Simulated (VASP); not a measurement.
# Al in VASP: notebook

The runs below take Al through single point, with LDA.

All numbers are computed with VASP 6.6.1; they aren't measurements. Logs are shortened: lines on timing, memory, paths and dates and some standing lists are left out, and cuts for length are marked.

## (1) The cell of the first run

The cell holds a slab with vacuum, 6 atoms: a = 2.817 Å, b = 2.817 Å, c = 26.500 Å, α = 90.00°, β = 90.00°, γ = 120.00°.

## (2) Single point, LDA

File INCAR:

```
SYSTEM = Al
  ALGO = Normal
  DIPOL = 0.5 0.5 0.500
  EDIFF = 1E-6
  ENCUT = 520
  GGA = CA
  IDIPOL = 3
  ISIF = 2
  ISMEAR = 0
  LASPH = .True.
  LCHARG = .False.
  LDIPOL = .True.
  LREAL = .False.
  LWAVE = .False.
  NBANDS = 18
  NELM = 60
  PREC = Accurate
  SIGMA = 0.1
```

File KPOINTS:

```
k-points
0
Gamma
  12 12 1
  0 0 0
```

File POSCAR:

```
Al
1.0
    2.8168441069      0.0000000000      0.0000000000
   -1.4084220535      2.4394585551      0.0000000000
    0.0000000000      0.0000000000     26.4997179115
Al
6
Direct
    0.6666666667      0.3333333333      0.2830218806
    0.3333333333      0.6666666667      0.3698131284
    0.0000000000      0.0000000000      0.4566043761
    0.6666666667      0.3333333333      0.5433956239
    0.3333333333      0.6666666667      0.6301868716
    0.0000000000      0.0000000000      0.7169781194
```

Potentials or basis: VASP PAW LDA potentials, release 64 (Al).

Run with:

```console
> cat potpaw_LDA.64/Al/POTCAR > POTCAR
> mpirun -np 1 vasp_std > vasp.out
```

OUTCAR:

```text
SYSTEM = Al
   EDIFF = 1E-6
   ENCUT = 520
   GGA = CA
   ISIF = 2
   ISMEAR = 0
   LASPH = .True.
   LREAL = .False.
   NELM = 60
   PREC = Accurate

 ion  position               nearest neighbor table
   1  0.667  0.333  0.283-   2 2.82   2 2.82   2 2.82
   2  0.333  0.667  0.370-   3 2.82   3 2.82   3 2.82   1 2.82   1 2.82   1 2.82
   3  0.000  0.000  0.457-   2 2.82   2 2.82   2 2.82   4 2.82   4 2.82   4 2.82
   4  0.667  0.333  0.543-   5 2.82   5 2.82   5 2.82   3 2.82   3 2.82   3 2.82
   5  0.333  0.667  0.630-   4 2.82   4 2.82   4 2.82   6 2.82   6 2.82   6 2.82
   6  0.000  0.000  0.717-   5 2.82   5 2.82   5 2.82

  LATTYP: Found a hexagonal cell.
 ALAT       =     2.8168441069
 C/A-ratio  =     9.4075912283

  Lattice vectors:

 A1 = (   2.8168441069,   0.0000000000,   0.0000000000)
 A2 = (  -1.4084220535,   2.4394585551,   0.0000000000)
 A3 = (   0.0000000000,   0.0000000000,  26.4997179115)

Analysis of symmetry for initial positions (statically):
=====================================================================
 Subroutine PRICEL returns:
 Original cell was already a primitive cell.

 Routine SETGRP: Setting up the symmetry group for a
 hexagonal supercell.

 Subroutine GETGRP returns: Found 12 space group operations
 (whereof  6 operations were pure point group operations)
 out of a pool of 24 trial point group operations.

The static configuration has the point symmetry C_3v.
 The point group associated with its full space group is D_3d.

Analysis of symmetry for dynamics (positions and initial velocities):
=====================================================================
 Subroutine PRICEL returns:
 Original cell was already a primitive cell.

 Routine SETGRP: Setting up the symmetry group for a
 hexagonal supercell.

 Subroutine GETGRP returns: Found 12 space group operations
 (whereof  6 operations were pure point group operations)
 out of a pool of 24 trial point group operations.

The dynamic configuration has the point symmetry C_3v.
 The point group associated with its full space group is D_3d.

 Subroutine INISYM returns: Found 12 space group operations
 (whereof  6 operations are pure point group operations),
 and found     1 'primitive' translations

----------------------------------------------------------------------------------------

                                     Primitive cell

  volume of cell :     182.0948

  direct lattice vectors                    reciprocal lattice vectors
     2.816844107  0.000000000  0.000000000     0.355007222  0.204963515  0.000000000
    -1.408422054  2.439458555  0.000000000     0.000000000  0.409927030  0.000000000
     0.000000000  0.000000000 26.499717911     0.000000000  0.000000000  0.037736251

  length of vectors
     2.816844107  2.816844107 26.499717911     0.409927030  0.409927030  0.037736251

  position of ions in fractional coordinates (direct lattice)
     0.666666667  0.333333333  0.283021881
     0.333333333  0.666666667  0.369813128
     0.000000000  0.000000000  0.456604376
     0.666666667  0.333333333  0.543395624
     0.333333333  0.666666667  0.630186872
     0.000000000  0.000000000  0.716978119

  ion indices of the primitive-cell ions
   primitive index   ion index
                 1           1
                 2           2
                 3           3
                 4           4
                 5           5
                 6           6

----------------------------------------------------------------------------------------

 KPOINTS: k-points

Automatic generation of k-mesh.
 Grid dimensions read from file:
 generate k-points for:   12   12    1

 Generating k-lattice:

  Cartesian coordinates                     Fractional coordinates (reciprocal lattice)
     0.029583935  0.017080293  0.000000000     0.083333333 -0.000000000  0.000000000
     0.000000000  0.034160586  0.000000000     0.000000000  0.083333333  0.000000000
     0.000000000  0.000000000  0.037736251     0.000000000  0.000000000  1.000000000

  Length of vectors
     0.034160586  0.034160586  0.037736251

  Shift w.r.t. Gamma in fractional coordinates (k-lattice)
     0.000000000  0.000000000  0.000000000

 Subroutine IBZKPT returns following result:
 ===========================================

 Found     19 irreducible k-points:

 Following reciprocal coordinates:
            Coordinates               Weight
  0.000000  0.000000  0.000000      1.000000
  0.083333  0.000000  0.000000      6.000000
  0.166667  0.000000  0.000000      6.000000
  0.250000  0.000000  0.000000      6.000000
  0.333333  0.000000  0.000000      6.000000
  0.416667  0.000000  0.000000      6.000000
[... 11 lines left out ...]
  0.333333  0.250000  0.000000     12.000000
  0.333333  0.333333  0.000000      2.000000
   k-points           NKPTS =     19   k-points in BZ     NKDIM =     19   number of bands    NBANDS=     18
   number of dos      NEDOS =    301   number of ions     NIONS =      6
   total plane-waves  NPLWV = 115200
   dimension x,y,z NGX =    24 NGY =   24 NGZ =  200
   dimension x,y,z NGXF=    48 NGYF=   48 NGZF=  400
   ions per type =               6
   NGX,Y,Z   is equivalent  to a cutoff of  14.16, 14.16, 12.55 a.u.
   NGXF,Y,Z  is equivalent  to a cutoff of  28.33, 28.33, 25.09 a.u.
 SYSTEM =  Al
   PREC   = accura    normal or accurate (medium, high low for compatibility)
   ISTART =      0    job   : 0-new  1-cont  2-samecut
   ICHARG =      2    charge: 1-file 2-atom 10-const
   ISPIN  =      1    spin polarized calculation?
   LNONCOLLINEAR =      F non collinear calculations
   LSORBIT =      F    spin-orbit coupling
   LASPH  =      T    aspherical Exc in radial PAW
   ENCUT  =  520.0 eV  38.22 Ry    6.18 a.u.   5.24  5.24 49.27*2*pi/ulx,y,z
   NELM   =     60;   NELMIN=  2; NELMDL= -5     # of ELM steps
   EDIFF  = 0.1E-05   stopping-criterion for ELM
   LREAL  =      F    real-space projection
   EDIFFG = 0.1E-04   stopping-criterion for IOM
   NSW    =      0    number of steps for IOM
   IBRION =     -1    ionic relax: 0-MD 1-quasi-New 2-CG
   NFREE  =      0    steps in history (QN), initial steepest desc. (CG)
   ISIF   =      2    stress and relaxation
   ISYM   =      2    0-nonsym 1-usesym 2-fastsym
   POTIM  = 0.5000    time-step for ionic-motion
   TEBEG  =    0.0;   TEEND  =   0.0 temperature during run
   PSTRESS=    0.0 pullay stress
   NELECT =      18.0000    total number of electrons
   NUPDOWN=      -1.0000    fix difference up-down
   EMIN   =  10.00;   EMAX   =-10.00  energy-range for DOS
   EFERMI =   0.00;   METHOD = LEGACY
   ISMEAR =     0;   SIGMA  =   0.10  broadening in eV -4-tet -1-fermi 0-gaus
   EFERMI_NEDOS =   21; number of points for ismear=-14 and -15
   IALGO  =     38    algorithm
   IMIX   =      4    mixing-type and parameters
     AMIX     =   0.40;   BMIX     =  1.00
     AMIX_MAG =   1.60;   BMIX_MAG =  1.00
  volume/ion in A,a.u.               =      30.35       204.81
  Fermi-wavevector in a.u.,A,eV,Ry     =   0.756949  1.430426  7.795750  0.572971
  Thomas-Fermi vector in A             =   1.855185
   LORBIT       =      0    0 simple, 1 ext, 2 COOP (PROOUT), +10 PAW based schemes
   GGA     = CA    functional components
   LHFCALC =     F    Hartree Fock is set to
   AEXX    =    0.0000 exact exchange contribution
   IVDW    =     0    specifies the selected vdW correction
   LEPSILON=     F    determine dielectric tensor
   LRPA    =     F    only Hartree local field effects (RPA)
 non-spin polarized calculation
 Gauss-broadening in eV      SIGMA  =   0.10
  energy-cutoff  :      520.00
  volume of cell :      182.09
 maximum number of plane-waves:      4948
 NGX is ok and might be reduce to    24
   NGX = 11   NGY = 11   NGZ = 99

 number of electron      18.0000000 magnetization

 dipolmoment           0.000000      0.000000      0.000000 electrons x Angstroem

 Free energy of the ion-electron system (eV)
  ---------------------------------------------------
  ext. energy  EPLUGINS =         0.00000000
  ---------------------------------------------------
  free energy    TOTEN  =       -24.33051970 eV

  energy without entropy =      -24.30997014  energy(sigma->0) =      -24.32024492

 E-fermi :   2.2628     XC(G=0):  -6.1924

 val. band max:        2.2600769175   @ k =   0.2500   0.2500   0.0000
 cond. band min:       2.2686933052   @ k =   0.3333   0.0000   0.0000
 fundamental gap:      0.0086163877
 Fermi energy:         2.2628030022

 k-point     1 :       0.0000    0.0000    0.0000
  band No.  band energies     occupation
      1      -8.8567      2.00000
      2      -8.3586      2.00000
      3      -7.5289      2.00000
      4      -6.3815      2.00000
      5      -4.9464      2.00000
      6      -3.2208      2.00000
[... 10 lines left out ...]
     17      11.5171      0.00000
     18      13.5008      0.00000

 k-point     2 :       0.0833    0.0000    0.0000
  band No.  band energies     occupation
      1      -8.6847      2.00000
      2      -8.1871      2.00000
      3      -7.3583      2.00000
      4      -6.2120      2.00000
      5      -4.7780      2.00000
      6      -3.0526      2.00000
[... 10 lines left out ...]
     17      11.1614      0.00000
     18      11.5324      0.00000

 k-point     3 :       0.1667    0.0000    0.0000
  band No.  band energies     occupation
      1      -8.1700      2.00000
      2      -7.6741      2.00000
      3      -6.8478      2.00000
      4      -5.7050      2.00000
      5      -4.2748      2.00000
      6      -2.5504      2.00000
[... 307 lines left out ...]
 k-point    18 :       0.3333    0.2500    0.0000
  band No.  band energies     occupation
      1      -2.6386      2.00000
      2      -2.1654      2.00000
      3      -1.3850      2.00000
      4      -0.7016      2.00000
      5      -0.3511      2.00000
      6      -0.1916      2.00000
[... 10 lines left out ...]
     17       5.0931      0.00000
     18       5.2194      0.00000

 k-point    19 :       0.3333    0.3333    0.0000
  band No.  band energies     occupation
      1      -0.8593      2.00000
      2      -0.8593      2.00000
      3      -0.8588      2.00000
      4      -0.4412      2.00000
      5      -0.4412      2.00000
      6      -0.2915      2.00000
[... 10 lines left out ...]
     17       4.8293      0.00000
     18       4.9940      0.00000

------------------------ aborting loop because EDIFF is reached ----------------------------------------

 vacuum level on the upper side and lower side of the slab       (xc-potential included)        -0.128        -0.128

  FORCE on cell =-STRESS in cart. coord.  units (eV):
  Direction    XX          YY          ZZ          XY          YZ          ZX
  --------------------------------------------------------------------------------------
  -------------------------------------------------------------------------------------
  Total       -0.8407921     -0.8407921     -0.0521156      0.0000000     -0.0000000      0.0000000
  in kB       -7.3977848     -7.3977848     -0.4585436      0.0000000     -0.0000000      0.0000000
  external PRESSURE =      -5.0847044 kB  Pullay stress =       0.0000000 kB

 VOLUME and BASIS-vectors are now :
 -----------------------------------------------------------------------------
  energy-cutoff  :      520.00
  volume of cell :      182.09
      direct lattice vectors                 reciprocal lattice vectors
     2.816844107  0.000000000  0.000000000     0.355007222  0.204963515  0.000000000
    -1.408422054  2.439458555  0.000000000     0.000000000  0.409927030  0.000000000
     0.000000000  0.000000000 26.499717911     0.000000000  0.000000000  0.037736251

 POSITION                                       TOTAL-FORCE (eV/Angst)
 -----------------------------------------------------------------------------------
      1.40842      0.81315      7.50000        -0.000000     -0.000000     -0.060781
     -0.00000      1.62631      9.79994        -0.000000      0.000000      0.121507
      0.00000      0.00000     12.09989         0.000000     -0.000000     -0.038058
      1.40842      0.81315     14.39983        -0.000000      0.000000      0.038058
     -0.00000      1.62631     16.69977         0.000000     -0.000000     -0.121507
      0.00000      0.00000     18.99972         0.000000      0.000000      0.060781
 -----------------------------------------------------------------------------------
    total drift:                                0.000000     -0.000000      0.000000

  FREE ENERGIE OF THE ION-ELECTRON SYSTEM (eV)
  ---------------------------------------------------
  free  energy   TOTEN  =       -24.3305197035 eV

  energy  without entropy=      -24.3099701379  energy(sigma->0) =      -24.32024492

 vacuum level on the upper side and lower side of the slab         6.424         6.424
```

Wall time 52 s (1 thread of Intel Xeon 6975P-C (Granite Rapids), shared host); peak memory 0.25 GiB.

What came out:

- Free energy: -24.3305 eV
- Largest force: 0.122 eV/Å
- Band gap on the k mesh: zero (bands 9 and 10 overlap by 3.28 eV)

Forces on the atoms (eV/Å):
```
Al   0.000  0.000 -0.061
Al   0.000  0.000  0.122
Al   0.000  0.000 -0.038
Al   0.000  0.000  0.038
Al   0.000  0.000 -0.122
Al   0.000  0.000  0.061
```

(Continued in part 2 of 2.)
